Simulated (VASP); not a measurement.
Set up this calculation in VASP 6.6.1, as the native input.

```
Task                   : single point
Functional             : r2SCAN
Potentials or basis    : VASP PAW PBE potentials, release 64 (Zn)
Cutoff                 : 520 eV
k mesh                 : 24 × 24 × 24
Occupations            : gaussian, width 0.15 eV
Spin                   : no spin polarisation
Dipole correction      : no
Further INCAR settings : ALGO = Normal; EDIFF = 1e-06; NBANDS = 12
```

Crystal: Zn.

```xyz
1
Lattice="-2.3063 1.6474 1.6474 1.6474 -2.3063 1.6474 1.6474 1.6474 -2.3063" Properties=species:S:1:pos:R:3 pbc="T T T"
Zn    0.0000    0.0000    0.0000
```

This cell differs from its parent crystal: ratio of the length along [111] to the lengths across it x 0.5, volume and fractional coordinates fixed.

One way to write it, as run:

POSCAR

```
Zn
1.0
   -2.3063398684      1.6473856203      1.6473856203
    1.6473856203     -2.3063398684      1.6473856203
    1.6473856203      1.6473856203     -2.3063398684
Zn
1
Direct
    0.0000000000      0.0000000000      0.0000000000
```

INCAR.step1

```
SYSTEM = Zn
PREC = Accurate
ENCUT = 520
ISMEAR = 0
SIGMA = 0.15
LREAL = .False.
LASPH = .True.
NELM = 100
NBANDS = 12
GGA = PE
ALGO = Normal
EDIFF = 1E-4
LWAVE = .True.
LCHARG = .False.
```

INCAR.step2

```
SYSTEM = Zn
PREC = Accurate
ENCUT = 520
EDIFF = 1E-6
ISMEAR = 0
SIGMA = 0.15
LREAL = .False.
LASPH = .True.
NELM = 100
ALGO = Normal
ISIF = 2
LWAVE = .False.
LCHARG = .False.
METAGGA = R2SCAN
LMIXTAU = .True.
NBANDS = 12
ISTART = 1
```

KPOINTS

```
regular mesh
0
Gamma
  24 24 24
  0 0 0
```

Potentials or basis: VASP PAW PBE potentials, release 64 (Zn).

Run with:

```console
$ cat potpaw_PBE.64/Zn/POTCAR > POTCAR
$ cp INCAR.step1 INCAR
$ mpirun -np 1 vasp_std > vasp.out
$ cp INCAR.step2 INCAR
$ mpirun -np 1 vasp_std > vasp.out
```

Results of the run:

The pressure is 106.9 GPa. The band gap on the k mesh is zero (bands 6 and 7 overlap by 9.22 eV).

Caveat: the cell stands under pressure; the PAW data sets were made with another functional, which shifts forces and pressure a little.

It took 6.8 min on 1 thread of Intel(R) Xeon(R) Platinum 8488C (Sapphire Rapids), with other jobs on the host, peak memory 0.36 GiB.
